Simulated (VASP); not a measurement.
# NaCl3 (Pm-3n) in VASP: further runs

Runs on NaCl3. Level: r2SCAN. Tasks: single point.

All numbers are computed with VASP 6.6.1; they aren't measurements. Logs are shortened: lines on timing, memory, paths and dates and some standing lists are left out, and cuts for length are marked.

### Step 1. The cell of the first run

It takes space group Pm-3n (No. 223, cubic). The conventional cell has a = 5.483 Å, b = 5.483 Å, c = 5.483 Å, α = 90.00°, β = 90.00°, γ = 90.00°. Within 4.0 Å of Na (site symmetry m-3) lie 12 Cl at 3.07 Å. Within 3.6 Å of Cl (site symmetry -4m2) lie 10 Cl at 2.74 to 3.36 Å and 4 Na at 3.07 Å.

### Step 2. Single point, r2SCAN

Input file POSCAR:

```
NaCl3
1.0
    5.4830207604      0.0000000000      0.0000000000
    0.0000000000      5.4830207604      0.0000000000
    0.0000000000      0.0000000000      5.4830207604
Na Cl
2 6
Direct
    0.5000000000      0.5000000000      0.5000000000
    0.0000000000      0.0000000000      0.0000000000
    0.5000000000      0.0000000000      0.7500000000
    0.0000000000      0.2500000000      0.5000000000
    0.0000000000      0.7500000000      0.5000000000
    0.2500000000      0.5000000000      0.0000000000
    0.5000000000      0.0000000000      0.2500000000
    0.7500000000      0.5000000000      0.0000000000
```

Input file INCAR.step1:

```
PREC = Accurate ; ENCUT = 520
ISMEAR = -1 ; SIGMA = 0.1
LREAL = False ; LASPH = True
NELM = 100 ; NBANDS = 38
GGA = PE ; ALGO = Normal
EDIFF = 1E-4 ; LWAVE = True
LCHARG = False
```

Input file INCAR.step2:

```
PREC = Accurate ; ENCUT = 520
EDIFF = 1E-6 ; ISMEAR = -1
SIGMA = 0.1 ; LREAL = False
LASPH = True ; NELM = 100
ALGO = Normal ; ISIF = 2
LWAVE = False ; LCHARG = True
METAGGA = R2SCAN ; LMIXTAU = True
LELF = True ; LVHAR = True
NBANDS = 38 ; ISTART = 1
```

Input file KPOINTS:

```
regular mesh
0
Gamma
  6 6 6
```

Potentials or basis: VASP PAW PBE potentials, release 64 (Na_pv, Cl).

The run is started by

```
$ cat potpaw_PBE.64/Na_pv/POTCAR potpaw_PBE.64/Cl/POTCAR > POTCAR
$ cp INCAR.step1 INCAR
$ mpirun -np 1 vasp_std > vasp.out
$ cp INCAR.step2 INCAR
$ mpirun -np 1 vasp_std > vasp.out
```

OUTCAR:

```text
PREC = Accurate
   ENCUT = 520
   EDIFF = 1E-6
   ISMEAR = -1
   LREAL = False
   LASPH = True
   NELM = 100
   ISIF = 2
   METAGGA = R2SCAN
   ISTART = 1

 ion  position               nearest neighbor table
   1  0.500  0.500  0.500-
   2  0.000  0.000  0.000-
   3  0.500  0.000  0.750-
   4  0.000  0.250  0.500-
   5  0.000  0.750  0.500-
   6  0.250  0.500  0.000-
   7  0.500  0.000  0.250-
   8  0.750  0.500  0.000-

  LATTYP: Found a simple cubic cell.
 ALAT       =     5.4830207604

  Lattice vectors:

 A1 = (   5.4830207604,   0.0000000000,   0.0000000000)
 A2 = (   0.0000000000,   5.4830207604,   0.0000000000)
 A3 = (   0.0000000000,   0.0000000000,   5.4830207604)

Analysis of symmetry for initial positions (statically):
=====================================================================
 Subroutine PRICEL returns:
 Original cell was already a primitive cell.

 Routine SETGRP: Setting up the symmetry group for a
 simple cubic supercell.

 Subroutine GETGRP returns: Found 48 space group operations
 (whereof 24 operations were pure point group operations)
 out of a pool of 48 trial point group operations.

The static configuration has the point symmetry T_h .
 The point group associated with its full space group is O_h .

Analysis of symmetry for dynamics (positions and initial velocities):
=====================================================================
 Subroutine PRICEL returns:
 Original cell was already a primitive cell.

 Routine SETGRP: Setting up the symmetry group for a
 simple cubic supercell.

 Subroutine GETGRP returns: Found 48 space group operations
 (whereof 24 operations were pure point group operations)
 out of a pool of 48 trial point group operations.

The dynamic configuration has the point symmetry T_h .
 The point group associated with its full space group is O_h .

 Subroutine INISYM returns: Found 48 space group operations
 (whereof 24 operations are pure point group operations),
 and found     1 'primitive' translations

----------------------------------------------------------------------------------------

                                     Primitive cell

  volume of cell :     164.8389

  direct lattice vectors                    reciprocal lattice vectors
     5.483020760  0.000000000  0.000000000     0.182381217  0.000000000  0.000000000
     0.000000000  5.483020760  0.000000000     0.000000000  0.182381217  0.000000000
     0.000000000  0.000000000  5.483020760     0.000000000  0.000000000  0.182381217

  length of vectors
     5.483020760  5.483020760  5.483020760     0.182381217  0.182381217  0.182381217

  position of ions in fractional coordinates (direct lattice)
     0.500000000  0.500000000  0.500000000
     0.000000000  0.000000000  0.000000000
     0.500000000  0.000000000  0.750000000
     0.000000000  0.250000000  0.500000000
     0.000000000  0.750000000  0.500000000
     0.250000000  0.500000000  0.000000000
     0.500000000  0.000000000  0.250000000
     0.750000000  0.500000000  0.000000000

  ion indices of the primitive-cell ions
   primitive index   ion index
                 1           1
                 2           2
                 3           3
                 4           4
                 5           5
                 6           6
                 7           7
                 8           8

----------------------------------------------------------------------------------------

 KPOINTS: regular mesh

Automatic generation of k-mesh.
 Grid dimensions read from file:
 generate k-points for:    6    6    6

 Generating k-lattice:

  Cartesian coordinates                     Fractional coordinates (reciprocal lattice)
     0.030396870  0.000000000  0.000000000     0.166666667  0.000000000  0.000000000
     0.000000000  0.030396870  0.000000000     0.000000000  0.166666667  0.000000000
     0.000000000  0.000000000  0.030396870     0.000000000  0.000000000  0.166666667

  Length of vectors
     0.030396870  0.030396870  0.030396870

  Shift w.r.t. Gamma in fractional coordinates (k-lattice)
     0.000000000  0.000000000  0.000000000

 Subroutine IBZKPT returns following result:
 ===========================================

 Found     20 irreducible k-points:

 Following reciprocal coordinates:
            Coordinates               Weight
  0.000000  0.000000  0.000000      1.000000
  0.166667  0.000000  0.000000      6.000000
  0.333333  0.000000  0.000000      6.000000
  0.500000  0.000000  0.000000      3.000000
  0.166667  0.166667  0.000000     12.000000
  0.333333  0.166667  0.000000     24.000000
[... 12 lines left out ...]
  0.500000  0.500000  0.333333      6.000000
  0.500000  0.500000  0.500000      1.000000
   k-points           NKPTS =     20   k-points in BZ     NKDIM =     20   number of bands    NBANDS=     38
   number of dos      NEDOS =    301   number of ions     NIONS =      8
   total plane-waves  NPLWV =  74088
   dimension x,y,z NGX =    42 NGY =   42 NGZ =   42
   dimension x,y,z NGXF=    84 NGYF=   84 NGZF=   84
   ions per type =               2   6
   NGX,Y,Z   is equivalent  to a cutoff of  12.73, 12.73, 12.73 a.u.
   NGXF,Y,Z  is equivalent  to a cutoff of  25.47, 25.47, 25.47 a.u.
 SYSTEM =  unknown system
   PREC   = accura    normal or accurate (medium, high low for compatibility)
   ISTART =      1    job   : 0-new  1-cont  2-samecut
   ICHARG =      0    charge: 1-file 2-atom 10-const
   ISPIN  =      1    spin polarized calculation?
   LNONCOLLINEAR =      F non collinear calculations
   LSORBIT =      F    spin-orbit coupling
   LASPH  =      T    aspherical Exc in radial PAW
   ENCUT  =  520.0 eV  38.22 Ry    6.18 a.u.  10.19 10.19 10.19*2*pi/ulx,y,z
   NELM   =    100;   NELMIN=  2; NELMDL=  0     # of ELM steps
   EDIFF  = 0.1E-05   stopping-criterion for ELM
   LREAL  =      F    real-space projection
   EDIFFG = 0.1E-04   stopping-criterion for IOM
   NSW    =      0    number of steps for IOM
   IBRION =     -1    ionic relax: 0-MD 1-quasi-New 2-CG
   NFREE  =      0    steps in history (QN), initial steepest desc. (CG)
   ISIF   =      2    stress and relaxation
   ISYM   =      2    0-nonsym 1-usesym 2-fastsym
   POTIM  = 0.5000    time-step for ionic-motion
   TEBEG  =    0.0;   TEEND  =   0.0 temperature during run
   PSTRESS=    0.0 pullay stress
   NELECT =      56.0000    total number of electrons
   NUPDOWN=      -1.0000    fix difference up-down
   EMIN   =  10.00;   EMAX   =-10.00  energy-range for DOS
   EFERMI =   0.00;   METHOD = LEGACY
   ISMEAR =    -1;   SIGMA  =   0.10  broadening in eV -4-tet -1-fermi 0-gaus
   EFERMI_NEDOS =   21; number of points for ismear=-14 and -15
   IALGO  =     38    algorithm
   IMIX   =      4    mixing-type and parameters
     AMIX     =   0.40;   BMIX     =  1.00
     AMIX_MAG =   1.60;   BMIX_MAG =  1.00
  volume/ion in A,a.u.               =      20.60       139.05
  Fermi-wavevector in a.u.,A,eV,Ry     =   1.142311  2.158654 17.753888  1.304874
  Thomas-Fermi vector in A             =   2.279009
   LORBIT       =      0    0 simple, 1 ext, 2 COOP (PROOUT), +10 PAW based schemes
   METAGGA = R2SCAN    functional components
   LHFCALC =     F    Hartree Fock is set to
   AEXX    =    0.0000 exact exchange contribution
   IVDW    =     0    specifies the selected vdW correction
   LEPSILON=     F    determine dielectric tensor
   LRPA    =     F    only Hartree local field effects (RPA)
 non-spin polarized calculation
  energy-cutoff  :      520.00
  volume of cell :      164.84
 maximum number of plane-waves:      4480
 NGX is ok and might be reduce to    42
   NGX = 21   NGY = 21   NGZ = 21

 number of electron      56.0000016 magnetization

 Free energy of the ion-electron system (eV)
  ---------------------------------------------------
  ext. energy  EPLUGINS =         0.00000000
  ---------------------------------------------------
  free energy    TOTEN  =       -49.51561408 eV

  energy without entropy =      -49.29721441  energy(sigma->0) =      -49.40641425

 E-fermi :   0.8714     XC(G=0):  -9.6361

 val. band max:        0.8683802017   @ k =   0.3333   0.3333   0.3333
 cond. band min:       0.8843686412   @ k =   0.3333   0.3333   0.1667
 fundamental gap:      0.0159884395
 Fermi energy:         0.8714420203

 k-point     1 :       0.0000    0.0000    0.0000
  band No.  band energies     occupation
      1     -21.5879      2.00000
      2     -21.5879      2.00000
      3     -21.5879      2.00000
      4     -21.5856      2.00000
      5     -21.5856      2.00000
      6     -21.5856      2.00000
[... 30 lines left out ...]
     37      11.3009      0.00000
     38      11.3009      0.00000

 k-point     2 :       0.1667    0.0000    0.0000
  band No.  band energies     occupation
      1     -21.5882      2.00000
      2     -21.5878      2.00000
      3     -21.5878      2.00000
      4     -21.5861      2.00000
      5     -21.5857      2.00000
      6     -21.5857      2.00000
[... 30 lines left out ...]
     37      11.4423      0.00000
     38      11.4423      0.00000

 k-point     3 :       0.3333    0.0000    0.0000
  band No.  band energies     occupation
      1     -21.5885      2.00000
      2     -21.5873      2.00000
      3     -21.5873      2.00000
      4     -21.5873      2.00000
      5     -21.5861      2.00000
      6     -21.5861      2.00000
[... 30 lines left out ...]
     37      11.8507      0.00000
     38      12.1490      0.00000

 k-point     4 :       0.5000    0.0000    0.0000
  band No.  band energies     occupation
      1     -21.5883      2.00000
      2     -21.5883      2.00000
      3     -21.5867      2.00000
      4     -21.5867      2.00000
      5     -21.5866      2.00000
      6     -21.5866      2.00000
[... 30 lines left out ...]
     37      11.9925      0.00000
     38      11.9925      0.00000
[... 539 lines left out ...]
      4     -21.5876      2.00000
      5     -21.5864      2.00000
      6     -21.5864      2.00000
[... 30 lines left out ...]
     37      12.0143      0.00000
     38      12.0143      0.00000

 k-point    19 :       0.5000    0.5000    0.3333
  band No.  band energies     occupation
      1     -21.5892      2.00000
      2     -21.5891      2.00000
      3     -21.5876      2.00000
      4     -21.5876      2.00000
      5     -21.5868      2.00000
      6     -21.5868      2.00000
[... 30 lines left out ...]
     37      12.0748      0.00000
     38      12.0748      0.00000

 k-point    20 :       0.5000    0.5000    0.5000
  band No.  band energies     occupation
      1     -21.5879      2.00000
      2     -21.5879      2.00000
      3     -21.5879      2.00000
      4     -21.5879      2.00000
      5     -21.5879      2.00000
      6     -21.5879      2.00000
[... 30 lines left out ...]
     37      11.3633      0.00000
     38      11.3633      0.00000

------------------------ aborting loop because EDIFF is reached ----------------------------------------

  FORCE on cell =-STRESS in cart. coord.  units (eV):
  Direction    XX          YY          ZZ          XY          YZ          ZX
  --------------------------------------------------------------------------------------
  -------------------------------------------------------------------------------------
  Total       -0.2364085     -0.2364085     -0.2364085      0.0000000     -0.0000000     -0.0000000
  in kB       -2.2978092     -2.2978092     -2.2978092      0.0000000     -0.0000000     -0.0000000
  external PRESSURE =      -2.2978092 kB  Pullay stress =       0.0000000 kB

 VOLUME and BASIS-vectors are now :
 -----------------------------------------------------------------------------
  energy-cutoff  :      520.00
  volume of cell :      164.84
      direct lattice vectors                 reciprocal lattice vectors
     5.483020760  0.000000000  0.000000000     0.182381217  0.000000000  0.000000000
     0.000000000  5.483020760  0.000000000     0.000000000  0.182381217  0.000000000
     0.000000000  0.000000000  5.483020760     0.000000000  0.000000000  0.182381217

 POSITION                                       TOTAL-FORCE (eV/Angst)
 -----------------------------------------------------------------------------------
      2.74151      2.74151      2.74151         0.000000     -0.000000     -0.000000
      0.00000      0.00000      0.00000         0.000000     -0.000000     -0.000000
      2.74151      0.00000      4.11227         0.000000     -0.000000     -0.000000
      0.00000      1.37076      2.74151        -0.000000      0.000000      0.000000
      0.00000      4.11227      2.74151        -0.000000     -0.000000     -0.000000
      1.37076      2.74151      0.00000        -0.000000     -0.000000      0.000000
      2.74151      0.00000      1.37076        -0.000000      0.000000      0.000000
      4.11227      2.74151      0.00000         0.000000      0.000000     -0.000000
 -----------------------------------------------------------------------------------
    total drift:                                0.000000      0.000000     -0.000000

  FREE ENERGIE OF THE ION-ELECTRON SYSTEM (eV)
  ---------------------------------------------------
  free  energy   TOTEN  =       -49.5156140800 eV

  energy  without entropy=      -49.2972144129  energy(sigma->0) =      -49.40641425
```

It took 10 min on 1 thread of Intel Xeon 8259CL, shared host; peak memory 0.33 GiB.

Results:

* Free energy: -49.5156 eV
* Pressure: -0.2 GPa
* Band gap on the k mesh: zero (bands 28 and 29 overlap by 2.36 eV)

Levels at points of the mesh, in eV from the Fermi level:
| k point | band 26 | band 27 | band 28 | band 29 | band 30 | band 31 |
| --- | --- | --- | --- | --- | --- | --- |
| (0.00, 0.00, 0.00) | -0.41 | -0.41 | 1.66 | 1.66 | 1.66 | 6.81 |
| (0.50, 0.00, 0.00) | -0.73 | -0.23 | -0.23 | 1.64 | 1.64 | 7.58 |
| (0.50, 0.50, 0.00) | -0.64 | -0.22 | -0.22 | -0.05 | 1.63 | 8.44 |
| (0.50, 0.50, 0.50) | -0.92 | -0.70 | -0.70 | -0.70 | -0.70 | 9.73 |

Caveat: the PAW data sets were made with another functional, which shifts forces and pressure a little.

### Step 3. Single point, r2SCAN

This run uses another cell than the first one, of 21.10 Å³/atom.

Edit POSCAR of step 2 so:

```diff
@@ -2,5 +2,5 @@
 1.0
-    5.4830207604      0.0000000000      0.0000000000
-    0.0000000000      5.4830207604      0.0000000000
-    0.0000000000      0.0000000000      5.4830207604
+    5.5270000000      0.0000000000      0.0000000000
+    0.0000000000      5.5270000000      0.0000000000
+    0.0000000000      0.0000000000      5.5270000000
 Na Cl
```

Input file INCAR.step1:

```
SYSTEM = NaCl3
PREC = Accurate
ENCUT = 520
ISMEAR = -1
SIGMA = 0.1
LREAL = .False.
LASPH = .True.
NELM = 60
NBANDS = 38
GGA = PE
ALGO = Normal
EDIFF = 1E-4
LWAVE = .True.
LCHARG = .False.
```

Input file INCAR.step2:

```
SYSTEM = NaCl3
PREC = Accurate
ENCUT = 520
EDIFF = 1E-6
ISMEAR = -1
SIGMA = 0.1
LREAL = .False.
LASPH = .True.
NELM = 60
ALGO = Normal
ISIF = 2
LWAVE = .False.
LCHARG = .False.
METAGGA = R2SCAN
LMIXTAU = .True.
NBANDS = 38
ISTART = 1
```

Input file KPOINTS:

```
Automatic mesh
0
Gamma
  6 6 6
  0 0 0
```

Potentials or basis: VASP PAW PBE potentials, release 64 (Na_pv, Cl).

The run is started by

```
$ cat potpaw_PBE.64/Na_pv/POTCAR potpaw_PBE.64/Cl/POTCAR > POTCAR
$ cp INCAR.step1 INCAR
$ mpirun -np 1 vasp_std > vasp.out
$ cp INCAR.step2 INCAR
$ mpirun -np 1 vasp_std > vasp.out
```

Run time: 9 min. Hardware: 1 thread of Intel Xeon 8259CL, shared host; peak memory 0.33 GiB.

The run converged. Its results:

- Free energy: -49.5017 eV
- Pressure: -1.0 GPa
- Band gap on the k mesh: zero (bands 28 and 29 overlap by 2.26 eV)

Levels at points of the mesh, in eV from the Fermi level:
```
           k point  band 26  band 27  band 28  band 29  band 30  band 31
(0.00, 0.00, 0.00)    -0.40    -0.40     1.59     1.59     1.59     6.74
(0.50, 0.00, 0.00)    -0.70    -0.22    -0.22     1.57     1.57     7.57
(0.50, 0.50, 0.00)    -0.62    -0.21    -0.21    -0.06     1.57     8.40
(0.50, 0.50, 0.50)    -0.88    -0.68    -0.68    -0.68    -0.68     9.62
```

Caveat: the PAW data sets were made with another functional, which shifts forces and pressure a little.
